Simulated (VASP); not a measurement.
Set up this calculation in VASP 6.6.1, as the native input.

```yaml
Task: single point
Functional: PBE
Potentials_or_basis: VASP PAW PBE potentials, release 64 (Si, Ge_d)
Cutoff: 520 eV
k_mesh: 6 × 6 × 6
Occupations: gaussian, width 0.01 eV
Spin: no spin polarisation
Dipole_correction: no
Further_INCAR_settings: ALGO = Normal; EDIFF = 1e-07; NBANDS = 31
```

The structure of SiGe3 lies in POSCAR:

```
SiGe3
1.0
    1.9870178458      1.1472052882      6.4875270420
   -1.9870178458      1.1472052882      6.4875270420
    0.0000000000     -2.2944105763      6.4875270420
Si Ge
1 3
Direct
    1.0000089734      0.0000089734      0.0000089734
    0.5000418458      0.5000418458      0.5000418458
    0.3732519593      0.3732519593      0.3732519593
    0.8766972216      0.8766972216      0.8766972216
```

These files were run (other wordings do the same):

INCAR

```
SYSTEM = SiGe3
ALGO = Normal ; EDIFF = 1E-7
ENCUT = 520 ; GGA = PE
ISIF = 2 ; ISMEAR = 0
LASPH = .True. ; LCHARG = .False.
LREAL = .False. ; LWAVE = .False.
NBANDS = 31 ; NELM = 100
PREC = Accurate ; SIGMA = 0.01
```

KPOINTS

```
k-points
0
Gamma
  6 6 6
  0 0 0
```

Potentials or basis: VASP PAW PBE potentials, release 64 (Si, Ge_d).

Run with:

```sh
$ cat potpaw_PBE.64/Si/POTCAR potpaw_PBE.64/Ge_d/POTCAR > POTCAR
$ mpirun -np 1 vasp_std > vasp.out
```

Results of the run:

```yaml
Pressure: 2.1 GPa
Largest_force: 0.022 eV/Å
Band_gap_on_the_k_mesh: 0.35 eV (least direct gap 0.37 eV)
```

It took 110 s on 1 thread of Intel(R) Xeon(R) 6975P-C (Granite Rapids), on a shared host, peak memory 0.41 GiB.
